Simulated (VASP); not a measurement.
# Sc (P6_3/mmc) in VASP: notebook, part 2 of 2

VASP 6.6.1. The steps go on from the part before.

## (3) Single point, PBE

Input file INCAR:

```
PREC = Accurate
ENCUT = 520
EDIFF = 1E-6
ISMEAR = 1
SIGMA = 0.3
LREAL = F
LASPH = T
NELM = 80
ALGO = Normal
ISIF = 2
LWAVE = F
LCHARG = T
GGA = PE
LELF = T
LVHAR = T
NBANDS = 18
```

Input file KPOINTS:

```
regular mesh
0
Gamma
  11 11 6
```

Input file POSCAR:

```
Sc
1.0
    3.3193628924      0.0000000000      0.0000000000
   -1.6596814462      2.8746525892      0.0000000000
    0.0000000000      0.0000000000      5.1842605006
Sc
2
Direct
    0.3333333333      0.6666666667      0.2500000000
    0.6666666667      0.3333333333      0.7500000000
```

Potentials or basis: VASP PAW PBE potentials, release 64 (Sc_sv).

Run with:

```
> cat potpaw_PBE.64/Sc_sv/POTCAR > POTCAR
> mpirun -np 1 vasp_std > vasp.out
```

Wall time 63 s (1 thread of Intel Xeon 8259CL, shared host); peak memory 0.2 GiB.

It converged, with:

```
Free energy            : -12.5027 eV
Pressure               : -0.2 GPa
Band gap on the k mesh : zero (bands 11 and 12 overlap by 1.46 eV)
```

Stress tensor (GPa, compression positive):
```
-0.09  0.00  0.00
 0.00 -0.09  0.00
 0.00  0.00 -0.33
```

Levels at points of the mesh, in eV from the Fermi level:
| k point | band 8 | band 9 | band 10 | band 11 | band 12 | band 13 | band 14 | band 15 |
| --- | --- | --- | --- | --- | --- | --- | --- | --- |
| (0.00, 0.00, 0.00) | -27.82 | -5.12 | -1.63 | 0.59 | 1.60 | 1.60 | 1.84 | 2.04 |
| (0.00, 0.00, 0.50) | -27.88 | -3.58 | -3.58 | 0.97 | 0.97 | 1.51 | 1.51 | 1.51 |

Caveat: so wide a smearing shifts energies and pressures.

## (4) Single point, PBE

Input file INCAR:

```
PREC = Accurate ; ENCUT = 520
EDIFF = 1E-7 ; ISMEAR = 1
SIGMA = 0.6 ; LREAL = False
LASPH = True ; NELM = 80
ALGO = Normal ; ISIF = 2
LWAVE = False ; LCHARG = False
GGA = PE ; NBANDS = 18
```

Input file KPOINTS:

```
Automatic mesh
0
Gamma
  11 11 6
```

POSCAR is that of step 3.

Potentials or basis: VASP PAW PBE potentials, release 64 (Sc_sv).

Run with:

```
> cat potpaw_PBE.64/Sc_sv/POTCAR > POTCAR
> mpirun -np 1 vasp_std > vasp.out
```

OUTCAR:

```text
PREC = Accurate
   ENCUT = 520
   EDIFF = 1E-7
   ISMEAR = 1
   LREAL = False
   LASPH = True
   NELM = 80
   ISIF = 2
   GGA = PE

 ion  position               nearest neighbor table
   1  0.333  0.667  0.250-   2 3.22   2 3.22   2 3.22   2 3.22   2 3.22   2 3.22
   2  0.667  0.333  0.750-   1 3.22   1 3.22   1 3.22   1 3.22   1 3.22   1 3.22

  LATTYP: Found a hexagonal cell.
 ALAT       =     3.3193628924
 C/A-ratio  =     1.5618239610

  Lattice vectors:

 A1 = (   3.3193628924,   0.0000000000,   0.0000000000)
 A2 = (  -1.6596814462,   2.8746525892,   0.0000000000)
 A3 = (   0.0000000000,   0.0000000000,   5.1842605006)

Analysis of symmetry for initial positions (statically):
=====================================================================
 Subroutine PRICEL returns:
 Original cell was already a primitive cell.

 Routine SETGRP: Setting up the symmetry group for a
 hexagonal supercell.

 Subroutine GETGRP returns: Found 24 space group operations
 (whereof 12 operations were pure point group operations)
 out of a pool of 24 trial point group operations.

The static configuration has the point symmetry D_3d.
 The point group associated with its full space group is D_6h.

Analysis of symmetry for dynamics (positions and initial velocities):
=====================================================================
 Subroutine PRICEL returns:
 Original cell was already a primitive cell.

 Routine SETGRP: Setting up the symmetry group for a
 hexagonal supercell.

 Subroutine GETGRP returns: Found 24 space group operations
 (whereof 12 operations were pure point group operations)
 out of a pool of 24 trial point group operations.

The dynamic configuration has the point symmetry D_3d.
 The point group associated with its full space group is D_6h.

 Subroutine INISYM returns: Found 24 space group operations
[... 106 lines left out ...]
   TEBEG  =    0.0;   TEEND  =   0.0 temperature during run
   PSTRESS=    0.0 pullay stress
   NELECT =      22.0000    total number of electrons
   NUPDOWN=      -1.0000    fix difference up-down
   EMIN   =  10.00;   EMAX   =-10.00  energy-range for DOS
   EFERMI =   0.00;   METHOD = LEGACY
   ISMEAR =     1;   SIGMA  =   0.60  broadening in eV -4-tet -1-fermi 0-gaus
   EFERMI_NEDOS =   21; number of points for ismear=-14 and -15
   IALGO  =     38    algorithm
   IMIX   =      4    mixing-type and parameters
     AMIX     =   0.40;   BMIX     =  1.00
     AMIX_MAG =   1.60;   BMIX_MAG =  1.00
  volume/ion in A,a.u.               =      24.73       166.91
  Fermi-wavevector in a.u.,A,eV,Ry     =   1.249607  2.361415 21.245735  1.561517
  Thomas-Fermi vector in A             =   2.383640
   LORBIT       =      0    0 simple, 1 ext, 2 COOP (PROOUT), +10 PAW based schemes
   GGA     = PE    functional components
   LHFCALC =     F    Hartree Fock is set to
   AEXX    =    0.0000 exact exchange contribution
   IVDW    =     0    specifies the selected vdW correction
   LEPSILON=     F    determine dielectric tensor
   LRPA    =     F    only Hartree local field effects (RPA)
 non-spin polarized calculation
 Methfessel and Paxton  Order N= 1 SIGMA  =   0.60
  energy-cutoff  :      520.00
  volume of cell :       49.47
 maximum number of plane-waves:      1346
 NGX is ok and might be reduce to    28
   NGX = 13   NGY = 13   NGZ = 19

 number of electron      21.9999995 magnetization

 Free energy of the ion-electron system (eV)
  ---------------------------------------------------
  ext. energy  EPLUGINS =         0.00000000
  ---------------------------------------------------
  free energy    TOTEN  =       -12.52880790 eV

  energy without entropy =      -12.47399249  energy(sigma->0) =      -12.51053610

 E-fermi :   3.6616     XC(G=0):  -9.8641

 val. band max:        3.6568195177   @ k =   0.3636   0.1818   0.3333
 cond. band min:       3.6692732442   @ k =   0.2727   0.0000   0.3333
 fundamental gap:      0.0124537264
 Fermi energy:         3.6615791600

 k-point     1 :       0.0000    0.0000    0.0000
  band No.  band energies     occupation
      1     -45.7764      2.00000
      2     -45.7072      2.00000
      3     -24.6094      2.00000
      4     -24.2596      2.00000
      5     -24.2596      2.00000
      6     -24.1947      2.00000
[... 481 lines left out ...]
      5     -24.3427      2.00000
      6     -24.2909      2.00000
[... 10 lines left out ...]
     17       6.3096     -0.00000
     18       6.5456     -0.00000

 [... further k-points ...]
[... 5 lines left out ...]
  --------------------------------------------------------------------------------------
  -------------------------------------------------------------------------------------
  Total       -0.0540515     -0.0540515      0.0489571      0.0000000     -0.0000000      0.0000000
  in kB       -1.7506169     -1.7506169      1.5856204      0.0000000     -0.0000000      0.0000000
  external PRESSURE =      -0.6385378 kB  Pullay stress =       0.0000000 kB

 VOLUME and BASIS-vectors are now :
 -----------------------------------------------------------------------------
  energy-cutoff  :      520.00
  volume of cell :       49.47
      direct lattice vectors                 reciprocal lattice vectors
     3.319362892  0.000000000  0.000000000     0.301262632  0.173934061  0.000000000
    -1.659681446  2.874652589  0.000000000     0.000000000  0.347868123  0.000000000
     0.000000000  0.000000000  5.184260501     0.000000000  0.000000000  0.192891542

 POSITION                                       TOTAL-FORCE (eV/Angst)
 -----------------------------------------------------------------------------------
     -0.00000      1.91644      1.29607        -0.000000      0.000000      0.000000
      1.65968      0.95822      3.88820         0.000000     -0.000000      0.000000
 -----------------------------------------------------------------------------------
    total drift:                               -0.000000      0.000000     -0.000000

  FREE ENERGIE OF THE ION-ELECTRON SYSTEM (eV)
  ---------------------------------------------------
  free  energy   TOTEN  =       -12.5288079049 eV

  energy  without entropy=      -12.4739924929  energy(sigma->0) =      -12.51053610
```

stdout:

```text
POSCAR found type information on POSCAR Sc
 POSCAR found :  1 types and       2 ions
 scaLAPACK will be used
 LDA part: xc-table for (Slater+PW92), standard interpolation
 POSCAR, INCAR and KPOINTS ok, starting setup
 FFT: planning ... GRIDC
 FFT: planning ... GRID_SOFT
 FFT: planning ... GRID
 WAVECAR not read
 entering main loop
```

It took 74 s on 1 thread of Intel Xeon 8259CL, shared host; peak memory 0.2 GiB.

Results:

```yaml
Free_energy: -12.5288 eV
Pressure: -0.1 GPa
Band_gap_on_the_k_mesh: zero (bands 11 and 12 overlap by 1.45 eV)
```

Caveat: so wide a smearing shifts energies and pressures.

## (5) Single point, PBE

Input file INCAR:

```
PREC = Accurate
ENCUT = 520
EDIFF = 1E-7
ISMEAR = 1
SIGMA = 1.0
LREAL = False
LASPH = True
NELM = 100
ALGO = Normal
ISIF = 2
LWAVE = False
LCHARG = False
GGA = PE
NBANDS = 18
```

Input file KPOINTS:

```
regular mesh
0
Gamma
  11 11 6
```

POSCAR is that of step 4.

Potentials or basis: VASP PAW PBE potentials, release 64 (Sc_sv).

Run with:

```
> cat potpaw_PBE.64/Sc_sv/POTCAR > POTCAR
> mpirun -np 1 vasp_std > vasp.out
```

OUTCAR:

```text
PREC = Accurate
   ENCUT = 520
   EDIFF = 1E-7
   ISMEAR = 1
   LREAL = False
   LASPH = True
   NELM = 100
   ISIF = 2
   GGA = PE

 ion  position               nearest neighbor table
   1  0.333  0.667  0.250-   2 3.22   2 3.22   2 3.22   2 3.22   2 3.22   2 3.22
   2  0.667  0.333  0.750-   1 3.22   1 3.22   1 3.22   1 3.22   1 3.22   1 3.22

  LATTYP: Found a hexagonal cell.
 ALAT       =     3.3193628924
 C/A-ratio  =     1.5618239610

  Lattice vectors:

 A1 = (   3.3193628924,   0.0000000000,   0.0000000000)
 A2 = (  -1.6596814462,   2.8746525892,   0.0000000000)
 A3 = (   0.0000000000,   0.0000000000,   5.1842605006)

Analysis of symmetry for initial positions (statically):
=====================================================================
 Subroutine PRICEL returns:
 Original cell was already a primitive cell.

 Routine SETGRP: Setting up the symmetry group for a
 hexagonal supercell.

 Subroutine GETGRP returns: Found 24 space group operations
 (whereof 12 operations were pure point group operations)
 out of a pool of 24 trial point group operations.

The static configuration has the point symmetry D_3d.
[... 162 lines left out ...]
  energy without entropy =      -12.52659956  energy(sigma->0) =      -12.54162732

 E-fermi :   3.7021     XC(G=0):  -9.8668

 val. band max:        3.6871465149   @ k =   0.3636   0.0000   0.1667
 cond. band min:       3.7034274198   @ k =   0.2727   0.0909   0.0000
 fundamental gap:      0.0162809049
 Fermi energy:         3.7020874144

 k-point     1 :       0.0000    0.0000    0.0000
  band No.  band energies     occupation
      1     -45.8015      2.00000
      2     -45.7324      2.00000
      3     -24.6384      2.00000
      4     -24.2796      2.00000
      5     -24.2796      2.00000
      6     -24.2148      2.00000
[... 481 lines left out ...]
      5     -24.3635      2.00000
      6     -24.3118      2.00000
[... 10 lines left out ...]
     17       6.2964     -0.00150
     18       6.5296     -0.00047

 [... further k-points ...]

------------------------ aborting loop because EDIFF is reached ----------------------------------------

  FORCE on cell =-STRESS in cart. coord.  units (eV):
  Direction    XX          YY          ZZ          XY          YZ          ZX
  --------------------------------------------------------------------------------------
  -------------------------------------------------------------------------------------
  Total       -0.1086224     -0.1086224      0.1200915      0.0000000      0.0000000     -0.0000000
  in kB       -3.5180595     -3.5180595      3.8895180      0.0000000      0.0000000     -0.0000000
  external PRESSURE =      -1.0488670 kB  Pullay stress =       0.0000000 kB

 VOLUME and BASIS-vectors are now :
 -----------------------------------------------------------------------------
  energy-cutoff  :      520.00
  volume of cell :       49.47
      direct lattice vectors                 reciprocal lattice vectors
     3.319362892  0.000000000  0.000000000     0.301262632  0.173934061  0.000000000
    -1.659681446  2.874652589  0.000000000     0.000000000  0.347868123  0.000000000
     0.000000000  0.000000000  5.184260501     0.000000000  0.000000000  0.192891542

 POSITION                                       TOTAL-FORCE (eV/Angst)
 -----------------------------------------------------------------------------------
     -0.00000      1.91644      1.29607        -0.000000      0.000000      0.000000
      1.65968      0.95822      3.88820         0.000000     -0.000000      0.000000
 -----------------------------------------------------------------------------------
    total drift:                               -0.000000      0.000000     -0.000000

  FREE ENERGIE OF THE ION-ELECTRON SYSTEM (eV)
  ---------------------------------------------------
  free  energy   TOTEN  =       -12.5491411975 eV

  energy  without entropy=      -12.5265995555  energy(sigma->0) =      -12.54162732
```

Wall time 72 s (1 thread of Intel Xeon 8259CL, shared host); peak memory 0.2 GiB.

What came out:

- Free energy: -12.5491 eV
- Pressure: -0.1 GPa
- Band gap on the k mesh: zero (bands 11 and 12 overlap by 1.45 eV)

Caveat: so wide a smearing shifts energies and pressures.

## (6) Overview

| smearing | gap on the mesh (eV) | pressure (GPa) |
| --- | --- | --- |
| methfessel-paxton 0.01 eV | none | -0.2 |
| methfessel-paxton 0.3 eV | none | -0.2 |
| methfessel-paxton 0.6 eV | none | -0.1 |
| methfessel-paxton 1 eV | none | -0.1 |

Alike in all rows: task single point; level PBE; potentials or basis VASP PAW PBE potentials, release 64 (Sc_sv); no spin polarisation; cell as given; k mesh 11 × 11 × 6; cutoff (eV) 520.

Caveats: so wide a smearing shifts energies and pressures (at least some runs).

Total energies depend on the potentials used, so only differences within one code and one set of settings carry meaning.
